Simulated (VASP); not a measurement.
# B2C3 (P-6m2) in VASP: a series of runs, part 2 of 2

VASP 6.6.1. Earlier steps stand in the parts before.

**3. Single point, PBE**

This run uses another cell than the first one, of 11.96 Å³/atom.

The input, INCAR:

```
SYSTEM = B2C3
PREC = Accurate
ENCUT = 520
EDIFF = 1E-6
ISMEAR = 0
SIGMA = 0.1
LREAL = .FALSE.
LASPH = .TRUE.
NELM = 100
ALGO = Normal
ISIF = 2
LWAVE = .FALSE.
LCHARG = .FALSE.
GGA = PE
NBANDS = 17
```

The input, KPOINTS:

```
Automatic mesh
0
G
  12 12 8
  0 0 0
```

The input, POSCAR:

```
B2C3
1.0
    3.4739593501      0.0000000000      0.0000000000
   -1.7369796750      3.0085370489      0.0000000000
    0.0000000000      0.0000000000      5.7217988482
B C
2 3
Direct
    0.3333333333      0.6666666667      0.3652438533
    0.3333333333      0.6666666667      0.6347561467
    0.3333333333      0.6666666667      0.8816493036
    0.3333333333      0.6666666667      0.1183506964
    0.6666666667      0.3333333333      0.0000000000
```

Potentials or basis: VASP PAW PBE potentials, release 64 (B, C).

The run is started by

```sh
$ cat potpaw_PBE.64/B/POTCAR potpaw_PBE.64/C/POTCAR > POTCAR
$ mpirun -np 1 vasp_std > vasp.out
```

OUTCAR:

```text
SYSTEM = B2C3
   PREC = Accurate
   ENCUT = 520
   EDIFF = 1E-6
   ISMEAR = 0
   LREAL = .FALSE.
   LASPH = .TRUE.
   NELM = 100
   ISIF = 2
   GGA = PE

 ion  position               nearest neighbor table
   1  0.333  0.667  0.365-   4 1.41   2 1.54
   2  0.333  0.667  0.635-   3 1.41   1 1.54
   3  0.333  0.667  0.882-   4 1.35   2 1.41
   4  0.333  0.667  0.118-   3 1.35   1 1.41
   5  0.667  0.333  0.000-

  LATTYP: Found a hexagonal cell.
 ALAT       =     3.4739593501
 C/A-ratio  =     1.6470540589

  Lattice vectors:

 A1 = (   3.4739593501,   0.0000000000,   0.0000000000)
 A2 = (  -1.7369796750,   3.0085370489,   0.0000000000)
 A3 = (   0.0000000000,   0.0000000000,   5.7217988482)

Analysis of symmetry for initial positions (statically):
=====================================================================
 Subroutine PRICEL returns:
 Original cell was already a primitive cell.

 Routine SETGRP: Setting up the symmetry group for a
 hexagonal supercell.

 Subroutine GETGRP returns: Found 12 space group operations
 (whereof 12 operations were pure point group operations)
 out of a pool of 24 trial point group operations.

The static configuration has the point symmetry D_3h.

Analysis of symmetry for dynamics (positions and initial velocities):
=====================================================================
 Subroutine PRICEL returns:
 Original cell was already a primitive cell.

 Routine SETGRP: Setting up the symmetry group for a
 hexagonal supercell.

 Subroutine GETGRP returns: Found 12 space group operations
 (whereof 12 operations were pure point group operations)
 out of a pool of 24 trial point group operations.

The dynamic configuration has the point symmetry D_3h.

 Subroutine INISYM returns: Found 12 space group operations
 (whereof 12 operations are pure point group operations),
 and found     1 'primitive' translations

[... 122 lines left out ...]
  Fermi-wavevector in a.u.,A,eV,Ry     =   1.097138  2.073291 16.377507  1.203713
  Thomas-Fermi vector in A             =   2.233493
   LORBIT       =      0    0 simple, 1 ext, 2 COOP (PROOUT), +10 PAW based schemes
   GGA     = PE    functional components
   LHFCALC =     F    Hartree Fock is set to
   AEXX    =    0.0000 exact exchange contribution
   IVDW    =     0    specifies the selected vdW correction
   LEPSILON=     F    determine dielectric tensor
   LRPA    =     F    only Hartree local field effects (RPA)
 non-spin polarized calculation
 Gauss-broadening in eV      SIGMA  =   0.10
  energy-cutoff  :      520.00
  volume of cell :       59.80
 maximum number of plane-waves:      1641
 NGX is ok and might be reduce to    28
   NGX = 13   NGY = 13   NGZ = 21

 number of electron      18.0000001 magnetization

 Free energy of the ion-electron system (eV)
  ---------------------------------------------------
  ext. energy  EPLUGINS =         0.00000000
  ---------------------------------------------------
  free energy    TOTEN  =       -30.67748051 eV

  energy without entropy =      -30.66792869  energy(sigma->0) =      -30.67270460

 E-fermi :   2.3454     XC(G=0):  -9.3721

 val. band max:        2.3421402591   @ k =   0.4167   0.1667   0.1250
 cond. band min:       2.3673256911   @ k =   0.3333   0.1667   0.1250
 fundamental gap:      0.0251854320
 Fermi energy:         2.3454249883

 k-point     1 :       0.0000    0.0000    0.0000
  band No.  band energies     occupation
      1     -14.7582      2.00000
      2      -8.9796      2.00000
      3      -7.2977      2.00000
      4      -4.1270      2.00000
      5      -3.6801      2.00000
      6      -2.6127      2.00000
[... 457 lines left out ...]
      4      -6.6177      2.00000
      5      -3.5252      2.00000
      6      -3.4769      2.00000
[... 9 lines left out ...]
     16      10.7849      0.00000
     17      11.0821      0.00000

 [... further k-points ...]

------------------------ aborting loop because EDIFF is reached ----------------------------------------

  FORCE on cell =-STRESS in cart. coord.  units (eV):
  Direction    XX          YY          ZZ          XY          YZ          ZX
  --------------------------------------------------------------------------------------
  -------------------------------------------------------------------------------------
  Total       -0.0083565     -0.0083565     -0.0412038     -0.0000000     -0.0000000      0.0000000
  in kB       -0.2238835     -0.2238835     -1.1039135     -0.0000000     -0.0000000      0.0000000
  external PRESSURE =      -0.5172268 kB  Pullay stress =       0.0000000 kB

 VOLUME and BASIS-vectors are now :
 -----------------------------------------------------------------------------
  energy-cutoff  :      520.00
  volume of cell :       59.80
      direct lattice vectors                 reciprocal lattice vectors
     3.473959350  0.000000000  0.000000000     0.287855988  0.166193732  0.000000000
    -1.736979675  3.008537049  0.000000000     0.000000000  0.332387464  0.000000000
     0.000000000  0.000000000  5.721798848     0.000000000  0.000000000  0.174770212

 POSITION                                       TOTAL-FORCE (eV/Angst)
 -----------------------------------------------------------------------------------
     -0.00000      2.00569      2.08985        -0.000000      0.000000      0.007978
     -0.00000      2.00569      3.63195        -0.000000      0.000000     -0.007978
     -0.00000      2.00569      5.04462         0.000000     -0.000000     -0.043151
     -0.00000      2.00569      0.67718         0.000000     -0.000000      0.043151
      1.73698      1.00285      0.00000        -0.000000      0.000000      0.000000
 -----------------------------------------------------------------------------------
    total drift:                                0.000000     -0.000000      0.000000

  FREE ENERGIE OF THE ION-ELECTRON SYSTEM (eV)
  ---------------------------------------------------
  free  energy   TOTEN  =       -30.6774805148 eV

  energy  without entropy=      -30.6679286871  energy(sigma->0) =      -30.67270460
```

It took 47 s on 1 thread of Intel Xeon 6975P-C (Granite Rapids), shared host; peak memory 0.22 GiB.

Results:

```
Free energy            : -30.6775 eV
Pressure               : -0.1 GPa
Largest force          : 0.043 eV/Å
Band gap on the k mesh : zero (bands 9 and 10 overlap by 1.37 eV)
```

Forces on the atoms (eV/Å):
```
B    0.000  0.000  0.008
B    0.000  0.000 -0.008
C    0.000  0.000 -0.043
C    0.000  0.000  0.043
C    0.000  0.000  0.000
```

Stress tensor (GPa, compression positive):
```
-0.02  0.00  0.00
 0.00 -0.02  0.00
 0.00  0.00 -0.11
```

**4. Relaxation of cell and atoms, PBE**

This run uses another cell than the first one, of 12.07 Å³/atom.

The input, INCAR:

```
  PREC = Accurate
  ENCUT = 600
  EDIFF = 1E-6
  ISMEAR = 0
  SIGMA = 0.1
  LREAL = False
  LASPH = True
  NELM = 60
  ALGO = Normal
  ISIF = 3
  LWAVE = False
  LCHARG = False
  GGA = PE
  IBRION = 2
  NSW = 100
  EDIFFG = -0.01
```

The input, KPOINTS:

```
regular mesh
0
Gamma
  12 12 8
```

The input, POSCAR:

```
B2C3
1.0
    3.4908264500      0.0000000000      0.0000000000
   -1.7454132250      3.0231443859      0.0000000000
    0.0000000000      0.0000000000      5.7176480083
B C
2 3
Direct
    0.3333333333      0.6666666667      0.3651302701
    0.3333333333      0.6666666667      0.6348697299
    0.3333333333      0.6666666667      0.8816317526
    0.3333333333      0.6666666667      0.1183682474
    0.6666666667      0.3333333333      0.0000000000
```

The run is started by

```sh
$ cat potpaw_PBE.64/B/POTCAR potpaw_PBE.64/C/POTCAR > POTCAR
$ mpirun -np 1 vasp_std > vasp.out
```

Run time: 2.5 min. Hardware: 1 thread of Intel Xeon 6975P-C (Granite Rapids), shared host; peak memory 0.23 GiB.

The run converged. Its results:

| Quantity | Value |
| --- | --- |
| Free energy | -30.6833 eV |
| Relaxed volume | 11.93 Å³/atom |
| Relaxed cell | a = 3.470 Å, b = 3.470 Å, c = 5.720 Å, α = 90.00°, β = 90.00°, γ = 120.00° |
| Space group after relaxing (to 0.1 Å) | P-6m2 (No. 187) |
| Energy gained by relaxing | 0.2 meV/atom |
| Ionic steps | 8 |
| Pressure after relaxing | 0.0 GPa |
| Band gap on the k mesh | zero (bands 9 and 10 overlap by 1.38 eV) |

Step by step:
```csv
step,energy change (eV),largest force (eV/Å),pressure (GPa),volume (Å³)
1,0.0000,0.0600,-0.30,60.34
2,-0.0002,0.1943,-0.35,60.14
3,-0.0003,0.0891,-0.33,60.22
4,-0.0006,0.0782,-0.27,60.11
5,-0.0009,0.1164,-0.12,59.83
6,-0.0012,0.0361,0.02,59.69
7,-0.0012,0.0039,0.08,59.63
8,-0.0012,0.0003,0.02,59.63
```

Final structure:
```
B C
1.0
     3.46956    0.00000    0.00000
    -1.73478    3.00473    0.00000
     0.00000    0.00000    5.71978
B C
2 3
Direct
  0.33333 0.66667 0.36531
  0.33333 0.66667 0.63469
  0.33333 0.66667 0.88155
  0.33333 0.66667 0.11845
  0.66667 0.33333 0.00000
```

Levels at points of the mesh, in eV from the Fermi level:
```csv
k point,band 6,band 7,band 8,band 9,band 10,band 11,band 12,band 13
"(0.00, 0.00, 0.00)",-4.96,-4.96,0.08,0.73,0.73,1.21,1.21,3.02
"(0.50, 0.00, 0.00)",-5.65,-3.30,-3.18,-0.91,0.62,1.02,2.77,3.48
"(0.00, 0.00, 0.50)",-4.87,-4.87,-0.27,-0.27,0.08,1.19,1.19,5.82
"(0.50, 0.00, 0.50)",-5.99,-4.30,-2.60,-0.96,0.20,2.29,3.51,5.01
```

**5. The runs side by side**

| task | cell | k mesh | cutoff (eV) | gap on the mesh (eV) | pressure (GPa) | largest force (eV/Å) |
| --- | --- | --- | --- | --- | --- | --- |
| single point | a = 3.832, b = 3.832, c = 5.224 Å, angles 90.0, 90.0, 120.0°, 5 atoms, atomic positions A | 6 × 6 × 4 | 520 | none | 48.0 | 34.59 |
| single point | a = 3.474, b = 3.474, c = 5.722 Å, angles 90.0, 90.0, 120.0°, 5 atoms, atomic positions B | 12 × 12 × 8 | 520 | none | -0.1 | 0.04 |
| relaxation of cell and atoms | relaxed from a = 3.491, b = 3.491, c = 5.718 Å, angles 90.0, 90.0, 120.0°, 5 atoms, atomic positions C | 12 × 12 × 8 | 600 | none | 0.0 | - |

Alike in all rows: level PBE; potentials or basis VASP PAW PBE potentials, release 64 (B, C); no spin polarisation; smearing gaussian 0.1 eV.

Caveats: atoms lie so close that the PAW spheres overlap strongly, which falsifies energies and pressures (at least some runs); the stress differs along the axes, from -8 to 161 GPa (at least some runs); forces of over 1 eV/Å act on the atoms, so gaps and moduli don't describe the material at rest (at least some runs).

Absolute energies hang on the potentials; compare differences alone.

The gap in the log of VASP goes by the Fermi energy; the results here count the filled bands.